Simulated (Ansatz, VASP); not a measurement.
## One calculation of Ca, two programs

```xyz
1
Lattice="0.0000 2.6568 2.6568 2.6568 0.0000 2.6568 2.6568 2.6568 0.0000" Properties=species:S:1:pos:R:3 pbc="T T T"
Ca    0.0000    0.0000    0.0000
```

Alike in both runs: task single point; functional PBE; k mesh 8 × 8 × 8; occupations gaussian, width 0.1 eV; no spin polarisation.

|  | VASP | Ansatz |
| --- | --- | --- |
| version | VASP 6.6.1 | Ansatz 0.2.0 |
| potentials or method | VASP PAW PBE potentials, release 64 (Ca_sv), cutoff 500 eV | scalar-relativistic, plane waves, PAW |
| valence electrons in the cell | 10 | 10 |

```csv
,VASP,Ansatz,Ansatz less VASP
gap on the k mesh at the Fermi level (eV),none,none,-
pressure (GPa),2.4,2.4,0.00
```

A gap of «none» marks a metal or a gap that the smearing closes.
